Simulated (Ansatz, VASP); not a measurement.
**One calculation of WS2, two programs**

```
W S
1.0
     3.12370    0.00000    0.00000
    -1.56185    2.70521    0.00000
     0.00000    0.00000   16.93628
W S
1 2
Direct
  0.33333 0.66667 0.00101
  0.64234 0.33333 0.90425
  0.69100 0.33333 0.08996
```

Change from the starting cell: mode 4 frozen in at -0.076 Å and mode 9 at -0.049 Å (largest displacements).

Alike in both runs: task single point; functional PBEsol; dispersion D3(BJ); k mesh 12 × 12 × 2; occupations gaussian, width 0.05 eV; no spin polarisation.

|  | VASP | Ansatz |
| --- | --- | --- |
| version | VASP 6.6.1 | Ansatz 0.2.0 |
| potentials or method | VASP PAW PBE potentials, release 64 (W_sv, S), cutoff 520 eV | scalar-relativistic, plane waves, PAW |
| valence electrons in the cell | 26 | 26 |

VASP gave:

```
gap on the k mesh at the Fermi level (eV) : 1.93
least direct gap on the mesh (eV)         : 2.03
rms of the force components (eV/Å)        : 1.014
```

**Question.** What did Ansatz give for the same quantities?

**Answer.** gap on the k mesh at the Fermi level (eV): 1.93; least direct gap on the mesh (eV): 2.02; rms of the force components (eV/Å): 1.011.

VASP's potentials were made for PBE, not for PBEsol. Atom by atom the forces differ by 0.011 eV/Å (rms over components).

Neither program's run includes spin-orbit coupling.
